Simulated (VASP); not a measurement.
Input of a VASP 6.6.1 run:

File INCAR:

```
PREC = Accurate ; ENCUT = 520
EDIFF = 1E-7 ; ISMEAR = 1
SIGMA = 0.1 ; LREAL = False
LASPH = True ; NELM = 60
ALGO = Normal ; ISIF = 2
LWAVE = False ; LCHARG = False
GGA = CA ; NBANDS = 40
```

File KPOINTS:

```
Automatic mesh
0
Gamma
  6 6 2
```

Contents of POSCAR:

```
Hf4AgPd
1.0
    3.1888765022      0.0000000000      0.0000000000
    0.0000000000      3.1888765022      0.0000000000
    0.0000000000      0.0000000000     11.1044933276
Hf Ag Pd
4 1 1
Direct
    0.5000000000      0.5000000000      0.1702418165
    0.0000000000      0.0000000000      0.6518912030
    0.0000000000      0.0000000000      0.3481087970
    0.5000000000      0.5000000000      0.8297581835
    0.0000000000      0.0000000000      0.0000000000
    0.5000000000      0.5000000000      0.5000000000
```

Potentials or basis: VASP PAW LDA potentials, release 64 (Hf_pv, Ag, Pd).

Command:

```sh
$ cat potpaw_LDA.64/Hf_pv/POTCAR potpaw_LDA.64/Ag/POTCAR potpaw_LDA.64/Pd/POTCAR > POTCAR
$ mpirun -np 1 vasp_std > vasp.out
```

**Question.** What does it give for the largest force?

**Answer.** 0.029 eV/Å.

**Question.** What does it give for the pressure?

**Answer.** -0.1 GPa.

Forces in eV/Å, atoms in the order of the input:
```
Hf   0.000  0.000  0.029
Hf   0.000  0.000  0.012
Hf   0.000  0.000 -0.012
Hf   0.000  0.000 -0.029
Ag   0.000  0.000  0.000
Pd   0.000  0.000  0.000
```
